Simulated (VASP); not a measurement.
Input of a VASP 6.6.1 run:

The input INCAR:

```
PREC = Accurate
ENCUT = 520
EDIFF = 1E-6
ISMEAR = 0
SIGMA = 0.1
LREAL = False
LASPH = True
NELM = 100
ALGO = Normal
ISIF = 2
LWAVE = False
LCHARG = False
GGA = PE
NBANDS = 58
```

Contents of KPOINTS:

```
regular mesh
0
Gamma
  12 12 4
```

The input POSCAR:

```
Hf5TiN6
1.0
    3.1286009744      0.0000000000      0.0000000000
   -1.5643004872      2.7094479222      0.0000000000
    0.0000000000      0.0000000000     16.2055983000
Hf Ti N
5 1 6
Direct
    0.3333333333      0.6666666667      0.1614430000
    0.3333333333      0.6666666667      0.5000000000
    0.3333333333      0.6666666667      0.8385570000
    0.0000000000      0.0000000000      0.3307730000
    0.0000000000      0.0000000000      0.6692270000
    0.0000000000      0.0000000000      0.0000000000
    0.6666666667      0.3333333333      0.9214320000
    0.6666666667      0.3333333333      0.2468210000
    0.6666666667      0.3333333333      0.5843810000
    0.6666666667      0.3333333333      0.0785680000
    0.6666666667      0.3333333333      0.4156190000
    0.6666666667      0.3333333333      0.7531790000
```

Potentials or basis: VASP PAW PBE potentials, release 64 (Hf_pv, Ti_sv, N).

Command:

```sh
$ cat potpaw_PBE.64/Hf_pv/POTCAR potpaw_PBE.64/Ti_sv/POTCAR potpaw_PBE.64/N/POTCAR > POTCAR
$ mpirun -np 1 vasp_std > vasp.out
```

(1) Predict the band gap on the k mesh.

(2) What does it give for the largest force?

Answers

(1) zero (band 46 reaches 8.79 eV, above the bottom of band 47 at 7.80 eV).

(2) 0.117 eV/Å.

Caveat: spin-orbit coupling is left out, which moves the levels of the heavy elements.
